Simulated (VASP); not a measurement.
Input of a VASP 6.6.1 run:

INCAR

```
ALGO = Normal ; EDIFF = 1E-6
ENCUT = 600 ; GGA = PS
GGA_COMPAT = False ; ISIF = 2
ISMEAR = -1 ; LASPH = True
LCHARG = True ; LELF = True
LREAL = False ; LVHAR = True
LWAVE = False ; NBANDS = 64
NELM = 120 ; PREC = Accurate
SIGMA = 0.05
```

File KPOINTS:

```
k-points
0
Gamma
  6 6 6
```

POSCAR

```
SnO2
1.0
   -3.2916505476      3.4594023896      3.4589474810
    3.2916505476     -3.4594023896      3.4589474810
    3.2916505476      3.4594023896     -3.4589474810
Sn O
4 8
Direct
    0.5000000000      0.0000000000      0.0000000000
    0.5000000000      0.5000000000      0.5000000000
    0.0035990000      0.7535990000      0.2500000000
    0.9964010000      0.2464010000      0.7500000000
    0.8064960000      0.8037740000      0.4972780000
    0.8064960000      0.3092180000      0.0027220000
    0.3024350000      0.2459400000      0.0564950000
    0.6894450000      0.2459400000      0.4435050000
    0.3105550000      0.7540600000      0.5564950000
    0.1935040000      0.6907820000      0.9972780000
    0.6975650000      0.7540600000      0.9435050000
    0.1935040000      0.1962260000      0.5027220000
```

Potentials or basis: VASP PAW PBE potentials, release 64 (Sn_d, O).

Command:

```bash
$ cat potpaw_PBE.64/Sn_d/POTCAR potpaw_PBE.64/O/POTCAR > POTCAR
$ mpirun -np 1 vasp_std > vasp.out
```

(1) Estimate the largest force.

(2) Predict the band gap on the k mesh.

(3) What does it give for the pressure?

## Answers

(1) 0.201 eV/Å.

(2) 0.12 eV.

(3) -12.1 GPa.

Caveat: the cell stands under tension; semilocal functionals underestimate gaps, and a narrow one can read as zero; the PAW data sets were made with another functional, which shifts forces and pressure a little; spin-orbit coupling is left out, which moves the levels of the heavy elements.
